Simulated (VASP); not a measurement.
# Na4H in VASP: a series of runs, part 2 of 2

VASP 6.6.1. The steps go on from the part before.

## Step 4: Single point, PBE

Input file INCAR:

```
SYSTEM = Na4H
PREC     = Accurate       ! precision mode
ENCUT    = 400            ! plane-wave cutoff, eV
EDIFF    = 1E-6           ! SCF threshold, eV
ISMEAR   = 0              ! smearing method
SIGMA    = 0.1            ! smearing width, eV
LREAL    = .FALSE.        ! projectors in reciprocal space
LASPH    = .TRUE.         ! aspherical terms in the spheres
NELM     = 120            ! most SCF steps
ALGO     = Normal         ! electronic algorithm
ISIF     = 2              ! what is computed and relaxed
LWAVE    = .FALSE.        ! write WAVECAR
LCHARG   = .FALSE.        ! write CHGCAR
LDIPOL   = .TRUE.       
IDIPOL   = 3            
DIPOL    = 0.5 0.5 0.292
GGA      = PE             ! functional
NBANDS   = 40             ! bands
GGA_COMPAT= .FALSE.      
NELMDL   = -8
```

Input file KPOINTS:

```
Automatic mesh
0
G
  4 4 1
  0 0 0
```

Input file POSCAR:

```
Na4H
1.0
    7.2665054626      0.0000000000      0.0000000000
   -2.4221684875      6.8509270508      0.0000000000
    0.0000000000      0.0000000000     20.9665384335
Na H
8 2
Direct
    0.2500000000      0.2500000000      0.1907801811
    0.2500000000      0.7500000000      0.1907801811
    0.7500000000      0.2500000000      0.1907801811
    0.7500000000      0.7500000000      0.1907801811
    0.0000000000      0.0000000000      0.3322693660
    0.0000000000      0.5000000000      0.3322693660
    0.5000000000      0.0000000000      0.3322693660
    0.5000000000      0.5000000000      0.3322693660
    0.0394390736      0.3333333333      0.4147817944
    0.2938942597      0.3333333333      0.4147817944
```

Potentials or basis: VASP PAW PBE potentials, release 64 (Na_pv, H).

On the command line:

```bash
> cat potpaw_PBE.64/Na_pv/POTCAR potpaw_PBE.64/H/POTCAR > POTCAR
> mpirun -np 1 vasp_std > vasp.out
```

OUTCAR:

```text
SYSTEM = Na4H
   PREC = Accurate
   ENCUT = 400
   EDIFF = 1E-6
   ISMEAR = 0
   LREAL = .FALSE.
   LASPH = .TRUE.
   NELM = 120
   ISIF = 2
   GGA = PE
   NELMDL = -8

 ion  position               nearest neighbor table
   1  0.250  0.250  0.191-
   2  0.250  0.750  0.191-
   3  0.750  0.250  0.191-
   4  0.750  0.750  0.191-
   5  0.000  0.000  0.332-
   6  0.000  0.500  0.332-
   7  0.500  0.000  0.332-
   8  0.500  0.500  0.332-
   9  0.039  0.333  0.415-
  10  0.294  0.333  0.415-

  LATTYP: Found a base centered orthorhombic cell.
 ALAT       =     8.3906377698
 B/A-ratio  =     1.4142135624
 C/A-ratio  =     2.4988015225

  Lattice vectors:

 A1 = (   7.2665054626,   0.0000000000,   0.0000000000)
 A2 = (  -2.4221684875,   6.8509270508,   0.0000000000)
 A3 = (   0.0000000000,   0.0000000000,  20.9665384335)

Analysis of symmetry for initial positions (statically):
=====================================================================
 Subroutine PRICEL returns:
 Original cell was already a primitive cell.

 Routine SETGRP: Setting up the symmetry group for a
 base centered orthorhombic supercell.

 Subroutine GETGRP returns: Found  1 space group operations
 (whereof  1 operations were pure point group operations)
 out of a pool of  8 trial point group operations.

The static configuration has the point symmetry C_1 .

Analysis of symmetry for dynamics (positions and initial velocities):
=====================================================================
 Subroutine PRICEL returns:
 Original cell was already a primitive cell.

 Routine SETGRP: Setting up the symmetry group for a
 base centered orthorhombic supercell.

[... 131 lines left out ...]
   LHFCALC =     F    Hartree Fock is set to
   AEXX    =    0.0000 exact exchange contribution
   IVDW    =     0    specifies the selected vdW correction
   LEPSILON=     F    determine dielectric tensor
   LRPA    =     F    only Hartree local field effects (RPA)
 non-spin polarized calculation
 Gauss-broadening in eV      SIGMA  =   0.10
  energy-cutoff  :      400.00
  volume of cell :     1043.76
 maximum number of plane-waves:     19038
   NGX = 23   NGY = 23   NGZ = 69

 number of electron      57.9999955 magnetization

 dipolmoment           0.000000      0.000000      0.372816 electrons x Angstroem

 Free energy of the ion-electron system (eV)
  ---------------------------------------------------
  ext. energy  EPLUGINS =         0.00000000
  ---------------------------------------------------
  free energy    TOTEN  =       -13.79083085 eV

  energy without entropy =      -13.76593267  energy(sigma->0) =      -13.77838176

 E-fermi :  -2.4405     XC(G=0):  -2.6075

 val. band max:       -2.4517492489   @ k =  -0.2500   0.2500   0.0000
 cond. band min:      -2.3850462837   @ k =   0.2500   0.5000   0.0000
 fundamental gap:      0.0667029652
 Fermi energy:        -2.4404674824

 k-point     1 :       0.0000    0.0000    0.0000
  band No.  band energies     occupation
      1     -27.6898      2.00000
      2     -27.6778      2.00000
      3     -27.6661      2.00000
      4     -27.6487      2.00000
      5     -27.6349      2.00000
      6     -27.6281      2.00000
[... 419 lines left out ...]
     39       0.9352      0.00000
     40       1.0859      0.00000

------------------------ aborting loop because EDIFF is reached ----------------------------------------

 vacuum level on the upper side and lower side of the slab       (xc-potential included)         0.563        -0.758

  FORCE on cell =-STRESS in cart. coord.  units (eV):
  Direction    XX          YY          ZZ          XY          YZ          ZX
  --------------------------------------------------------------------------------------
  -------------------------------------------------------------------------------------
  Total       -1.5758015     -2.3368716     -2.1963479     -0.1705113     -0.5122287      0.0369676
  in kB       -2.4188582     -3.5871022     -3.3713981     -0.2617352     -0.7862720      0.0567454
  external PRESSURE =      -3.1257861 kB  Pullay stress =       0.0000000 kB

 VOLUME and BASIS-vectors are now :
 -----------------------------------------------------------------------------
  energy-cutoff  :      400.00
  volume of cell :     1043.76
      direct lattice vectors                 reciprocal lattice vectors
     7.266505463  0.000000000  0.000000000     0.137617732  0.048655216  0.000000000
    -2.422168488  6.850927051  0.000000000     0.000000000  0.145965647  0.000000000
     0.000000000  0.000000000 20.966538433     0.000000000  0.000000000  0.047695045

 POSITION                                       TOTAL-FORCE (eV/Angst)
 -----------------------------------------------------------------------------------
      1.21108      1.71273      4.00000         0.030177     -0.009407     -0.027458
      0.00000      5.13820      4.00000         0.002298      0.022809      0.034081
      4.84434      1.71273      4.00000        -0.018279     -0.006007     -0.028631
      3.63325      5.13820      4.00000        -0.009173     -0.002154      0.035560
      0.00000      0.00000      6.96654         0.004620      0.356698      0.318787
     -1.21108      3.42546      6.96654         0.074496     -0.085868      0.223058
      3.63325      0.00000      6.96654        -0.023602      0.140605      0.136559
      2.42217      3.42546      6.96654        -0.090934     -0.129786      0.310499
     -0.52081      2.28364      8.69654         0.264137     -0.196644     -0.417289
      1.32819      2.28364      8.69654        -0.233740     -0.090245     -0.585165
 -----------------------------------------------------------------------------------
    total drift:                                0.000002      0.000015     -0.002140

  FREE ENERGIE OF THE ION-ELECTRON SYSTEM (eV)
  ---------------------------------------------------
  free  energy   TOTEN  =       -13.7908308473 eV

  energy  without entropy=      -13.7659326726  energy(sigma->0) =      -13.77838176

 vacuum level on the upper side and lower side of the slab         1.807         0.413
```

OSZICAR:

```text
N       E                     dE             d eps       ncg     rms          rms(c)
DAV:   1     0.329614213297E+03    0.32961E+03   -0.24940E+04  1128   0.862E+02
DAV:   2     0.245689480909E+01   -0.32716E+03   -0.32335E+03   888   0.321E+02
DAV:   3    -0.158646613420E+02   -0.18322E+02   -0.18187E+02  1016   0.802E+01
DAV:   4    -0.162687386576E+02   -0.40408E+00   -0.40399E+00   912   0.123E+01
[... 19 lines left out ...]
DAV:  24    -0.137908192585E+02   -0.15190E-04   -0.13850E-06   640   0.251E-03    0.205E-03
DAV:  25    -0.137908248918E+02   -0.56332E-05   -0.76638E-07   664   0.141E-03    0.558E-04
DAV:  26    -0.137908281074E+02   -0.32156E-05   -0.19740E-07   592   0.825E-04    0.291E-04
DAV:  27    -0.137908301875E+02   -0.20801E-05   -0.56686E-08   600   0.627E-04    0.192E-04
DAV:  28    -0.137908308473E+02   -0.65981E-06   -0.23968E-08   568   0.395E-04
   1 F= -.13790831E+02 E0= -.13778382E+02  d E =-.248982E-01
```

Wall time 4.7 min (1 thread of Intel Xeon 6975P-C (Granite Rapids), shared host); peak memory 0.73 GiB.

Results:

```
Free energy            : -13.7908 eV
Largest force          : 0.637 eV/Å
Band gap on the k mesh : zero (bands 29 and 30 overlap by 0.74 eV)
```

Forces in eV/Å, atoms in the order of the input:
```
Na   0.030 -0.009 -0.027
Na   0.002  0.023  0.034
Na  -0.018 -0.006 -0.029
Na  -0.009 -0.002  0.036
Na   0.005  0.357  0.319
Na   0.074 -0.086  0.223
Na  -0.024  0.141  0.137
Na  -0.091 -0.130  0.310
H    0.264 -0.197 -0.417
H   -0.234 -0.090 -0.585
```

## Step 5: Single point, PBE

Input file INCAR:

```
SYSTEM = Na4H
PREC     = Accurate       ! precision mode
ENCUT    = 400            ! plane-wave cutoff, eV
EDIFF    = 1E-6           ! SCF threshold, eV
ISMEAR   = 0              ! smearing method
SIGMA    = 0.1            ! smearing width, eV
LREAL    = .False.        ! projectors in reciprocal space
LASPH    = .True.         ! aspherical terms in the spheres
NELM     = 120            ! most SCF steps
ALGO     = Normal         ! electronic algorithm
ISIF     = 2              ! what is computed and relaxed
LWAVE    = .False.        ! write WAVECAR
LCHARG   = .False.        ! write CHGCAR
LDIPOL   = .True.       
IDIPOL   = 3            
DIPOL    = 0.5 0.5 0.283
GGA      = PE             ! functional
NBANDS   = 40             ! bands
GGA_COMPAT= .False.      
NELMDL   = -8
```

Input file KPOINTS:

```
regular mesh
0
Gamma
  4 4 1
  0 0 0
```

Edit POSCAR of step 4 so:

```diff
@@ -16,3 +16,3 @@
     0.5000000000      0.5000000000      0.3322693660
-    0.0394390736      0.3333333333      0.4147817944
-    0.2938942597      0.3333333333      0.4147817944
+    0.0128788514      0.3333333333      0.3689945509
+    0.3204544820      0.3333333333      0.3689945509
```

On the command line:

```bash
> cat potpaw_PBE.64/Na_pv/POTCAR potpaw_PBE.64/H/POTCAR > POTCAR
> mpirun -np 1 vasp_std > vasp.out
```

It took 4.5 min on 1 thread of Intel Xeon 6975P-C (Granite Rapids), shared host; peak memory 0.75 GiB.

It converged, with:

| Property | Result |
| --- | --- |
| Free energy | -13.2102 eV |
| Largest force | 4.776 eV/Å |
| Band gap on the k mesh | zero (bands 29 and 30 overlap by 0.83 eV) |

Forces in eV/Å, atoms in the order of the input:
```
Na   0.023 -0.001 -0.021
Na  -0.007  0.026  0.021
Na   0.004 -0.002 -0.068
Na   0.000  0.001  0.059
Na   0.016  0.628  0.238
Na  -1.376  3.608 -2.305
Na  -0.080  0.222  0.064
Na   1.212  1.643 -0.988
H    1.025 -4.111  2.205
H   -0.816 -2.013  0.794
```

Levels at points of the mesh, in eV from the Fermi level:
| k point | band 27 | band 28 | band 29 | band 30 | band 31 | band 32 |
| --- | --- | --- | --- | --- | --- | --- |
| (0.00, 0.00, 0.00) | -0.99 | -0.39 | 0.49 | 0.52 | 0.75 | 0.83 |
| (0.50, 0.00, 0.00) | -1.39 | -0.93 | 0.08 | 0.12 | 0.77 | 0.91 |
| (0.00, 0.50, 0.00) | -1.31 | -1.04 | -0.20 | 0.22 | 0.64 | 1.05 |
| (0.50, 0.50, 0.00) | -1.27 | -0.97 | -0.38 | -0.34 | 0.61 | 0.63 |

## Step 6: Summary

```tsv
cell	gap on the mesh (eV)	largest force (eV/Å)
as given, atomic positions A	none	1.75
as given, atomic positions B	none	1.68
as given, atomic positions C	none	0.64
as given, atomic positions D	none	4.78
```

Alike in all rows: task single point; level PBE; potentials or basis VASP PAW PBE potentials, release 64 (Na_pv, H); no spin polarisation; k mesh 4 × 4 × 1; cutoff (eV) 400; smearing gaussian 0.1 eV.

Total energies depend on the potentials used, so only differences within one code and one set of settings carry meaning.
